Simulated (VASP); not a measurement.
# Sb (I4/mmm) in VASP: further runs, part 2 of 2

VASP 6.6.1. Earlier steps stand in the parts before.

## 4. Single point, PBEsol (23.03 Å³/atom)

This run uses another cell than the first one, of 23.03 Å³/atom.

File INCAR:

```
ALGO = Normal ; EDIFF = 1E-6
ENCUT = 520 ; GGA = PS
ISIF = 2 ; ISMEAR = -1
LASPH = T ; LCHARG = T
LELF = T ; LREAL = F
LVHAR = T ; LWAVE = F
NBANDS = 8 ; NELM = 100
PREC = Accurate ; SIGMA = 0.05
```

File KPOINTS:

```
k-points
0
Gamma
  19 19 19
```

File POSCAR:

```
Sb
1.0
   -1.5174385806      1.5174385806      2.5004967973
    1.5174385806     -1.5174385806      2.5004967973
    1.5174385806      1.5174385806     -2.5004967973
Sb
1
Direct
    0.0000000000      0.0000000000      0.0000000000
```

Potentials or basis: VASP PAW PBE potentials, release 64 (Sb).

Run with:

```console
$ cat potpaw_PBE.64/Sb/POTCAR > POTCAR
$ mpirun -np 1 vasp_std > vasp.out
```

OUTCAR:

```text
EDIFF = 1E-6
   ENCUT = 520
   GGA = PS
   ISIF = 2
   ISMEAR = -1
   LASPH = T
   LREAL = F
   NELM = 100
   PREC = Accurate

 ion  position               nearest neighbor table
   1  0.000  0.000  0.000-

  LATTYP: Found a body centered tetragonal cell.
 ALAT       =     3.0348771612
 C/A-ratio  =     1.6478405316

  Lattice vectors:

 A1 = (  -1.5174385806,   1.5174385806,   2.5004967973)
 A2 = (   1.5174385806,  -1.5174385806,   2.5004967973)
 A3 = (   1.5174385806,   1.5174385806,  -2.5004967973)

Analysis of symmetry for initial positions (statically):
=====================================================================
 Subroutine PRICEL returns:
 Original cell was already a primitive cell.

 Routine SETGRP: Setting up the symmetry group for a
 body centered tetragonal supercell.

 Subroutine GETGRP returns: Found 16 space group operations
 (whereof 16 operations were pure point group operations)
 out of a pool of 16 trial point group operations.

The static configuration has the point symmetry D_4h.

Analysis of symmetry for dynamics (positions and initial velocities):
[... 152 lines left out ...]
  ---------------------------------------------------
  free energy    TOTEN  =        -4.20238768 eV

  energy without entropy =       -4.19780262  energy(sigma->0) =       -4.20009515

 E-fermi :  10.6129     XC(G=0): -11.0173

 val. band max:       10.5986561641   @ k =  -0.2105  -0.3684   0.1579
 cond. band min:      10.6215530645   @ k =  -0.1579  -0.2632   0.1053
 fundamental gap:      0.0228969004
 Fermi energy:        10.6128611763

 k-point     1 :       0.0000    0.0000    0.0000
  band No.  band energies     occupation
      1      -3.7262      2.00000
      2      16.8388      0.00000
      3      17.1349      0.00000
      4      17.1349      0.00000
      5      20.6401      0.00000
      6      21.0475      0.00000
      7      21.6613      0.00000
      8      21.6613      0.00000
[... 243 lines left out ...]
 k-point    24 :      -0.2632    0.0526    0.0000
  band No.  band energies     occupation
      1      -2.2397      2.00000
      2       9.9164      2.00000
      3      14.3368      0.00000
      4      16.5000      0.00000
      5      18.8417      0.00000
      6      20.8746      0.00000
      7      22.3672      0.00000
      8      23.0443      0.00000

 [... further k-points ...]
[... 5 lines left out ...]
  --------------------------------------------------------------------------------------
  -------------------------------------------------------------------------------------
  Total        1.8363236      1.8363236      1.5966142      0.0000000      0.0000000      0.0000000
  in kB      127.7471622    127.7471622    111.0713464      0.0000000      0.0000000      0.0000000
  external PRESSURE =     122.1885569 kB  Pullay stress =       0.0000000 kB

 VOLUME and BASIS-vectors are now :
 -----------------------------------------------------------------------------
  energy-cutoff  :      520.00
  volume of cell :       23.03
      direct lattice vectors                 reciprocal lattice vectors
    -1.517438581  1.517438581  2.500496797     0.000000000  0.329502628  0.199960264
     1.517438581 -1.517438581  2.500496797     0.329502628  0.000000000  0.199960264
     1.517438581  1.517438581 -2.500496797     0.329502628  0.329502628  0.000000000

 POSITION                                       TOTAL-FORCE (eV/Angst)
 -----------------------------------------------------------------------------------
      0.00000      0.00000      0.00000        -0.000000      0.000000      0.000000
 -----------------------------------------------------------------------------------
    total drift:                                0.000000      0.000000      0.000000

  FREE ENERGIE OF THE ION-ELECTRON SYSTEM (eV)
  ---------------------------------------------------
  free  energy   TOTEN  =        -4.2023876800 eV

  energy  without entropy=       -4.1978026211  energy(sigma->0) =       -4.20009515
```

OSZICAR:

```text
N       E                     dE             d eps       ncg     rms          rms(c)
DAV:   1     0.482719416153E+01    0.48272E+01   -0.17472E+03  8952   0.419E+02
DAV:   2    -0.412287136552E+01   -0.89501E+01   -0.85912E+01 12248   0.548E+01
DAV:   3    -0.421084286535E+01   -0.87971E-01   -0.87815E-01 10888   0.610E+00
DAV:   4    -0.421105822500E+01   -0.21536E-03   -0.21536E-03 13400   0.358E-01
DAV:   5    -0.421105868027E+01   -0.45527E-06   -0.45528E-06 11512   0.104E-02    0.227E+00
DAV:   6    -0.420562683931E+01    0.54318E-02   -0.10636E-03 11760   0.155E-01    0.133E+00
DAV:   7    -0.420239693588E+01    0.32299E-02   -0.23739E-03 10448   0.230E-01    0.301E-02
DAV:   8    -0.420238779989E+01    0.91360E-05   -0.47002E-05 12480   0.504E-02    0.684E-03
DAV:   9    -0.420238768004E+01    0.11985E-06   -0.65266E-07 11168   0.572E-03
   1 F= -.42023877E+01 E0= -.42000952E+01  d E =-.458506E-02
```

It took 2.4 min on 1 thread of Intel Xeon 8259CL, shared host; peak memory 0.24 GiB.

What came out:

| Quantity | Value |
| --- | --- |
| Free energy | -4.2024 eV |
| Pressure | 12.2 GPa |
| Band gap on the k mesh | zero (an odd number of electrons rules out a gap without spin polarisation) |

Stress tensor (GPa, compression positive):
```
12.77  0.00  0.00
 0.00 12.77  0.00
 0.00  0.00 11.11
```

Caveat: the cell stands under pressure; the PAW data sets were made with another functional, which shifts forces and pressure a little; spin-orbit coupling is left out, which moves the levels of the heavy elements.

## 5. Single point, PBEsol (zz strain of +3 %)

File INCAR:

```
ALGO = Normal
EDIFF = 1E-6
ENCUT = 520
GGA = PS
ISIF = 2
ISMEAR = -1
LASPH = True
LCHARG = False
LREAL = False
LWAVE = False
NBANDS = 8
NELM = 100
PREC = Accurate
SIGMA = 0.05
```

KPOINTS is that of step 4.

File POSCAR:

```
Sb
1.0
   -1.5050000000      1.5050000000      2.5544000000
    1.5050000000     -1.5050000000      2.5544000000
    1.5050000000      1.5050000000     -2.5544000000
Sb
1
Direct
    0.0000000000      0.0000000000      0.0000000000
```

Run with:

```console
$ cat potpaw_PBE.64/Sb/POTCAR > POTCAR
$ mpirun -np 1 vasp_std > vasp.out
```

Wall time 2.2 min (1 thread of Intel Xeon 8259CL, shared host); peak memory 0.24 GiB.

Results (log left out):

```yaml
Free_energy: -4.2055 eV
Pressure: 12.1 GPa
Band_gap_on_the_k_mesh: zero (an odd number of electrons rules out a gap without spin polarisation)
```

Stress tensor (GPa, compression positive):
```
12.82  0.00  0.00
 0.00 12.82  0.00
 0.00  0.00 10.57
```

Levels at points of the mesh, in eV from the Fermi level:
```csv
k point,band 1,band 2,band 3,band 4,band 5,band 6,band 7,band 8
"(0.00, 0.00, 0.00)",-14.27,5.97,6.55,6.55,9.99,10.59,11.23,11.23
```

Caveat: the cell differs from its parent crystal (zz strain of +3 %); the cell stands under pressure; the PAW data sets were made with another functional, which shifts forces and pressure a little; spin-orbit coupling is left out, which moves the levels of the heavy elements.

## 6. Overview

```tsv
cell	gap on the mesh (eV)	pressure (GPa)
a = 3.306 Å, angles 125.8, 125.8, 80.2°, 1 atom	none	13.1
a = 3.290 Å, angles 125.2, 125.2, 81.3°, 1 atom	none	12.8
a = 3.295 Å, angles 125.2, 125.2, 81.3°, 1 atom	none	12.2
a = 3.325 Å, angles 126.2, 126.2, 79.6°, 1 atom	none	12.1
```

Alike in all rows: task single point; level PBEsol; potentials or basis VASP PAW PBE potentials, release 64 (Sb); no spin polarisation; k mesh 19 × 19 × 19; cutoff (eV) 520; smearing fermi-dirac 0.05 eV.

Caveats: the cell stands under pressure; the PAW data sets were made with another functional, which shifts forces and pressure a little; spin-orbit coupling is left out, which moves the levels of the heavy elements.

Total energies depend on the potentials used, so only differences within one code and one set of settings carry meaning.
